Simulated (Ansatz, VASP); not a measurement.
**Si2W in VASP and in Ansatz**

INCAR

```
SYSTEM = Si2W
PREC     = Accurate       ! precision mode
ENCUT    = 520            ! plane-wave cutoff, eV
EDIFF    = 1E-6           ! SCF threshold, eV
ISMEAR   = 0              ! smearing method
SIGMA    = 0.15           ! smearing width, eV
LREAL    = .False.        ! projectors in reciprocal space
LASPH    = .True.         ! aspherical terms in the spheres
NELM     = 80             ! most SCF steps
ALGO     = Fast           ! electronic algorithm
ISIF     = 2              ! what is computed and relaxed
LWAVE    = .False.        ! write WAVECAR
LCHARG   = .False.        ! write CHGCAR
GGA      = PS             ! functional
NBANDS   = 43             ! bands
```

The input KPOINTS:

```
regular mesh
0
Gamma
  12 12 6
  0 0 0
```

POSCAR

```
Si2W
1.0
    4.5760866017      0.0000000000      0.0000000000
   -2.2880433009      3.9630072470      0.0000000000
    0.0000000000      0.0000000000      6.6033074698
Si W
6 3
Direct
    0.8413786747      0.6723587749      0.4988375396
    0.1586213253      0.8309801003      0.8344957937
    0.6723587749      0.8413786747      0.1678291270
    0.1690198997      0.3276412251      0.5011624604
    0.8309801003      0.1586213253      0.8321708730
    0.3276412251      0.1690198997      0.1655042063
    0.0000000000      0.4993940154      0.1666666667
    0.5006059846      0.5006059846      0.8333333333
    0.4993940154      0.0000000000      0.5000000000
```

Input for Ansatz:

```yaml
crystal:
  lattice:
    - [4.5760866017, 0.0, 0.0]
    - [-2.2880433009, 3.963007247, 0.0]
    - [0.0, 0.0, 6.6033074698]
  atoms:
    - { symbol: Si, position: [0.8413786747, 0.6723587749, 0.4988375396] }
    - { symbol: Si, position: [0.1586213253, 0.8309801003, 0.8344957937] }
    - { symbol: Si, position: [0.6723587749, 0.8413786747, 0.167829127] }
    - { symbol: Si, position: [0.1690198997, 0.3276412251, 0.5011624604] }
    - { symbol: Si, position: [0.8309801003, 0.1586213253, 0.832170873] }
    - { symbol: Si, position: [0.3276412251, 0.1690198997, 0.1655042063] }
    - { symbol: W, position: [0.0, 0.4993940154, 0.1666666667] }
    - { symbol: W, position: [0.5006059846, 0.5006059846, 0.8333333333] }
    - { symbol: W, position: [0.4993940154, 0.0, 0.5] }
basis:
  ecutwfc: 420
kpoints:
  mp_grid: { grid: [12, 12, 6] }
hamiltonian:
  xc: pbesol
scf:
  occupations: { method: gaussian, width: 0.15 }
output:
  forces: true
  stress: true
  eigenvalues: true
```

Change from the starting cell: mode 16 (289.9 1/cm) frozen in, largest displacement +0.025 Å.

Alike in both runs: task single point; functional PBEsol; k mesh 12 × 12 × 6; occupations gaussian, width 0.15 eV; no spin polarisation.

|  | VASP | Ansatz |
| --- | --- | --- |
| version | VASP 6.6.1 | Ansatz 0.2.0 |
| potentials or method | VASP PAW PBE potentials, release 64 (Si, W_sv), cutoff 520 eV | scalar-relativistic, plane waves, PAW |
| valence electrons in the cell | 66 | 66 |

|  | VASP | Ansatz | Ansatz less VASP |
| --- | --- | --- | --- |
| pressure (GPa) | 0.4 | 0.1 | -0.36 |
| rms of the force components (eV/Å) | 0.116 | 0.115 | -0.0009 |

VASP's potentials were made for PBE, not for PBEsol. Atom by atom the forces differ by 0.002 eV/Å (rms over components).

Spin-orbit coupling is off throughout.
